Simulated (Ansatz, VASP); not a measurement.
## One calculation of Al2O3, two programs

```
CELL_PARAMETERS angstrom
-2.92298 2.92298 10.08601
2.92298 -2.92298 10.08601
2.92298 2.92298 -10.08601
ATOMIC_POSITIONS crystal
Al 0.08346 0.08346 0.00000
Al 0.83346 0.33346 0.50000
Al 0.91654 0.91654 0.00000
Al 0.66654 0.16654 0.50000
O 0.00000 0.00000 0.00000
O 0.37500 0.12500 0.25000
O 0.87500 0.12500 0.75000
O 0.87500 0.12500 0.25000
O 0.87500 0.62500 0.75000
O 0.75000 0.25000 0.50000
```

Alike in both runs: functional PBE; k mesh 4 × 4 × 4; occupations gaussian, width 0.1 eV; no spin polarisation.

Ansatz relaxed the structure, and its values are those at the end. VASP's run is a single point on that final structure, the one shown.

|  | VASP | Ansatz |
| --- | --- | --- |
| version | VASP 6.6.1 | Ansatz 0.2.0 |
| potentials or method | VASP PAW PBE potentials, release 64 (Al, O), cutoff 520 eV | scalar-relativistic, plane waves, PAW |
| valence electrons in the cell | 48 | 48 |

Ansatz gave:

- gap on the k mesh at the Fermi level (eV): 3.43
- least direct gap on the mesh (eV): 3.43
- pressure (GPa): 0.1
- rms of the force components (eV/Å): 0.008

Q: Estimate VASP's values.

A: gap on the k mesh at the Fermi level (eV): 3.42; least direct gap on the mesh (eV): 3.42; pressure (GPa): 0.1; rms of the force components (eV/Å): 0.007.
